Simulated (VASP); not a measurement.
# Si2WC3 (P6/mmm) in VASP: further runs, part 2 of 2

VASP 6.6.1. The steps go on from the part before.

### Step 3. Single point, PBE

This run uses another cell than the first one, of 17.52 Å³/atom.

Contents of INCAR:

```
  PREC = Accurate
  ENCUT = 600
  EDIFF = 1E-6
  ISMEAR = 0
  SIGMA = 0.2
  LREAL = F
  LASPH = T
  NELM = 120
  ALGO = Normal
  ISIF = 2
  LWAVE = F
  LCHARG = T
  GGA = PE
  LELF = T
  LVHAR = T
  NBANDS = 26
  GGA_COMPAT = F
```

Contents of KPOINTS:

```
Automatic mesh
0
Gamma
  5 5 3
```

Contents of POSCAR:

```
Si2WC3
1.0
    4.2856506328     -0.0000000031      0.0000000000
   -2.1428253137      3.7114823213      0.0000000000
    0.0000000000      0.0000000000      6.6085663773
Si W C
2 1 3
Direct
    0.3333333333      0.6666666667      0.0000000000
    0.6666666667      0.3333333333      0.0000000000
    0.0000000000      0.0000000000      0.5000000000
    0.0000000000      0.0000000000      0.7996641485
    0.0000000000      0.0000000000      0.2003358515
    0.0000000000      0.0000000000      0.0000000000
```

Potentials or basis: VASP PAW PBE potentials, release 64 (Si, W_sv, C).

On the command line:

```console
cat potpaw_PBE.64/Si/POTCAR potpaw_PBE.64/W_sv/POTCAR potpaw_PBE.64/C/POTCAR > POTCAR
mpirun -np 1 vasp_std > vasp.out
```

OUTCAR:

```text
PREC = Accurate
   ENCUT = 600
   EDIFF = 1E-6
   ISMEAR = 0
   LREAL = F
   LASPH = T
   NELM = 120
   ISIF = 2
   GGA = PE

 ion  position               nearest neighbor table
   1  0.333  0.667  0.000-   6 2.47   2 2.47   2 2.47   6 2.47   6 2.47   2 2.47
   2  0.667  0.333  0.000-   6 2.47   1 2.47   1 2.47   6 2.47   6 2.47   1 2.47
   3  0.000  0.000  0.500-   4 1.98   5 1.98
   4  0.000  0.000  0.800-   6 1.32   3 1.98
   5  0.000  0.000  0.200-   6 1.32   3 1.98
   6  0.000  0.000  0.000-   4 1.32   5 1.32   1 2.47   2 2.47   1 2.47   2 2.47   2 2.47   1 2.47

  LATTYP: Found a hexagonal cell.
 ALAT       =     4.2856506328
 C/A-ratio  =     1.5420217240

  Lattice vectors:

 A1 = (   4.2856506328,  -0.0000000031,   0.0000000000)
 A2 = (  -2.1428253137,   3.7114823213,   0.0000000000)
 A3 = (   0.0000000000,   0.0000000000,   6.6085663773)

Analysis of symmetry for initial positions (statically):
=====================================================================
 Subroutine PRICEL returns:
 Original cell was already a primitive cell.

 Routine SETGRP: Setting up the symmetry group for a
 hexagonal supercell.

 Subroutine GETGRP returns: Found 24 space group operations
 (whereof 24 operations were pure point group operations)
 out of a pool of 24 trial point group operations.

The static configuration has the point symmetry D_6h.

Analysis of symmetry for dynamics (positions and initial velocities):
=====================================================================
 Subroutine PRICEL returns:
 Original cell was already a primitive cell.

 Routine SETGRP: Setting up the symmetry group for a
 hexagonal supercell.

 Subroutine GETGRP returns: Found 24 space group operations
 (whereof 24 operations were pure point group operations)
 out of a pool of 24 trial point group operations.

The dynamic configuration has the point symmetry D_6h.

 Subroutine INISYM returns: Found 24 space group operations
 (whereof 24 operations are pure point group operations),
 and found     1 'primitive' translations

----------------------------------------------------------------------------------------

                                     Primitive cell

  volume of cell :     105.1166

  direct lattice vectors                    reciprocal lattice vectors
     4.285650633 -0.000000003  0.000000000     0.233336799  0.134717064  0.000000000
    -2.142825314  3.711482321  0.000000000     0.000000000  0.269434127  0.000000000
     0.000000000  0.000000000  6.608566377     0.000000000  0.000000000  0.151318749

  length of vectors
     4.285650633  4.285650633  6.608566377     0.269434127  0.269434127  0.151318749

  position of ions in fractional coordinates (direct lattice)
     0.333333333  0.666666667  0.000000000
     0.666666667  0.333333333  0.000000000
     0.000000000  0.000000000  0.500000000
     0.000000000  0.000000000  0.799664148
     0.000000000  0.000000000  0.200335852
     0.000000000  0.000000000  0.000000000

  ion indices of the primitive-cell ions
   primitive index   ion index
                 1           1
                 2           2
                 3           3
                 4           4
                 5           5
[... 31 lines left out ...]
  0.200000  0.000000  0.000000      6.000000
  0.400000  0.000000  0.000000      6.000000
  0.200000  0.200000  0.000000      6.000000
  0.400000  0.200000  0.000000      6.000000
  0.000000  0.000000  0.333333      2.000000
  0.200000  0.000000  0.333333     12.000000
  0.400000  0.000000  0.333333     12.000000
  0.200000  0.200000  0.333333     12.000000
  0.400000  0.200000  0.333333     12.000000
   k-points           NKPTS =     10   k-points in BZ     NKDIM =     10   number of bands    NBANDS=     26
   number of dos      NEDOS =    301   number of ions     NIONS =      6
   total plane-waves  NPLWV =  69984
   dimension x,y,z NGX =    36 NGY =   36 NGZ =   54
   dimension x,y,z NGXF=    72 NGYF=   72 NGZF=  108
   ions per type =               2   1   3
   NGX,Y,Z   is equivalent  to a cutoff of  13.96, 13.96, 13.58 a.u.
   NGXF,Y,Z  is equivalent  to a cutoff of  27.93, 27.93, 27.17 a.u.
 SYSTEM =  unknown system
   PREC   = accura    normal or accurate (medium, high low for compatibility)
   ISTART =      0    job   : 0-new  1-cont  2-samecut
   ICHARG =      2    charge: 1-file 2-atom 10-const
   ISPIN  =      1    spin polarized calculation?
   LNONCOLLINEAR =      F non collinear calculations
   LSORBIT =      F    spin-orbit coupling
   LASPH  =      T    aspherical Exc in radial PAW
   ENCUT  =  600.0 eV  44.10 Ry    6.64 a.u.   8.56  8.56 13.20*2*pi/ulx,y,z
   NELM   =    120;   NELMIN=  2; NELMDL= -5     # of ELM steps
   EDIFF  = 0.1E-05   stopping-criterion for ELM
   LREAL  =      F    real-space projection
   EDIFFG = 0.1E-04   stopping-criterion for IOM
   NSW    =      0    number of steps for IOM
   IBRION =     -1    ionic relax: 0-MD 1-quasi-New 2-CG
   NFREE  =      0    steps in history (QN), initial steepest desc. (CG)
   ISIF   =      2    stress and relaxation
   ISYM   =      2    0-nonsym 1-usesym 2-fastsym
   POTIM  = 0.5000    time-step for ionic-motion
   TEBEG  =    0.0;   TEEND  =   0.0 temperature during run
   PSTRESS=    0.0 pullay stress
   NELECT =      34.0000    total number of electrons
   NUPDOWN=      -1.0000    fix difference up-down
   EMIN   =  10.00;   EMAX   =-10.00  energy-range for DOS
   EFERMI =   0.00;   METHOD = LEGACY
   ISMEAR =     0;   SIGMA  =   0.20  broadening in eV -4-tet -1-fermi 0-gaus
   EFERMI_NEDOS =   21; number of points for ismear=-14 and -15
   IALGO  =     38    algorithm
   IMIX   =      4    mixing-type and parameters
     AMIX     =   0.40;   BMIX     =  1.00
     AMIX_MAG =   1.60;   BMIX_MAG =  1.00
  volume/ion in A,a.u.               =      17.52       118.23
  Fermi-wavevector in a.u.,A,eV,Ry     =   1.123770  2.123617 17.182232  1.262858
  Thomas-Fermi vector in A             =   2.260438
   LORBIT       =      0    0 simple, 1 ext, 2 COOP (PROOUT), +10 PAW based schemes
   GGA     = PE    functional components
   LHFCALC =     F    Hartree Fock is set to
   AEXX    =    0.0000 exact exchange contribution
   IVDW    =     0    specifies the selected vdW correction
   LEPSILON=     F    determine dielectric tensor
   LRPA    =     F    only Hartree local field effects (RPA)
 non-spin polarized calculation
 Gauss-broadening in eV      SIGMA  =   0.20
  energy-cutoff  :      600.00
  volume of cell :      105.12
 maximum number of plane-waves:      3561
 NGX is ok and might be reduce to    36
   NGX = 17   NGY = 17   NGZ = 27

 number of electron      33.9999999 magnetization

 Free energy of the ion-electron system (eV)
  ---------------------------------------------------
  ext. energy  EPLUGINS =         0.00000000
  ---------------------------------------------------
  free energy    TOTEN  =       -39.58197505 eV

  energy without entropy =      -39.48687563  energy(sigma->0) =      -39.53442534

 E-fermi :   4.2330     XC(G=0):  -9.5981

 val. band max:        4.1822571890   @ k =   0.0000   0.0000   0.3333
 cond. band min:       4.2356490288   @ k =   0.0000   0.0000   0.0000
 fundamental gap:      0.0533918399
 Fermi energy:         4.2330377784

 k-point     1 :       0.0000    0.0000    0.0000
  band No.  band energies     occupation
      1     -70.2193      2.00000
      2     -34.4454      2.00000
      3     -34.4454      2.00000
      4     -34.2771      2.00000
      5     -12.6399      2.00000
      6      -8.4974      2.00000
[... 279 lines left out ...]
     25       9.4830      0.00000
     26       9.5118      0.00000

------------------------ aborting loop because EDIFF is reached ----------------------------------------

  FORCE on cell =-STRESS in cart. coord.  units (eV):
  Direction    XX          YY          ZZ          XY          YZ          ZX
  --------------------------------------------------------------------------------------
  -------------------------------------------------------------------------------------
  Total        0.3193528      0.3193528      0.1518535      0.0000000     -0.0000000      0.0000000
  in kB        4.8675444      4.8675444      2.3145359      0.0000000     -0.0000000      0.0000000
  external PRESSURE =       4.0165416 kB  Pullay stress =       0.0000000 kB

 VOLUME and BASIS-vectors are now :
 -----------------------------------------------------------------------------
  energy-cutoff  :      600.00
  volume of cell :      105.12
      direct lattice vectors                 reciprocal lattice vectors
     4.285650633 -0.000000003  0.000000000     0.233336799  0.134717064  0.000000000
    -2.142825314  3.711482321  0.000000000     0.000000000  0.269434127  0.000000000
     0.000000000  0.000000000  6.608566377     0.000000000  0.000000000  0.151318749

 POSITION                                       TOTAL-FORCE (eV/Angst)
 -----------------------------------------------------------------------------------
      0.00000      2.47432      0.00000        -0.000000      0.000000      0.000000
      2.14283      1.23716      0.00000         0.000000     -0.000000     -0.000000
      0.00000      0.00000      3.30428        -0.000000     -0.000000      0.000000
      0.00000      0.00000      5.28463         0.000000      0.000000     -0.012282
      0.00000      0.00000      1.32393        -0.000000     -0.000000      0.012282
      0.00000      0.00000      0.00000        -0.000000     -0.000000      0.000000
 -----------------------------------------------------------------------------------
    total drift:                                0.000000     -0.000000      0.000000

  FREE ENERGIE OF THE ION-ELECTRON SYSTEM (eV)
  ---------------------------------------------------
  free  energy   TOTEN  =       -39.5819750514 eV

  energy  without entropy=      -39.4868756261  energy(sigma->0) =      -39.53442534
```

Run time: 33 s. Hardware: 1 thread of Intel Xeon Platinum 8375C at 2.90GHz (Ice Lake), shared host; peak memory 0.26 GiB.

Results:

| Quantity | Value |
| --- | --- |
| Free energy | -39.5820 eV |
| Pressure | 0.4 GPa |
| Largest force | 0.012 eV/Å |
| Band gap on the k mesh | zero (bands 17 and 18 overlap by 0.78 eV) |

Forces in eV/Å, atoms in the order of the input:
```
Si   0.000  0.000  0.000
Si   0.000  0.000  0.000
W    0.000  0.000  0.000
C    0.000  0.000 -0.012
C    0.000  0.000  0.012
C    0.000  0.000  0.000
```

Stress tensor (GPa, compression positive):
```
0.49 0.00 0.00
0.00 0.49 0.00
0.00 0.00 0.23
```

Caveat: spin-orbit coupling is left out, which moves the levels of the heavy elements.

The gap in the log of VASP goes by the Fermi energy; the results here count the filled bands.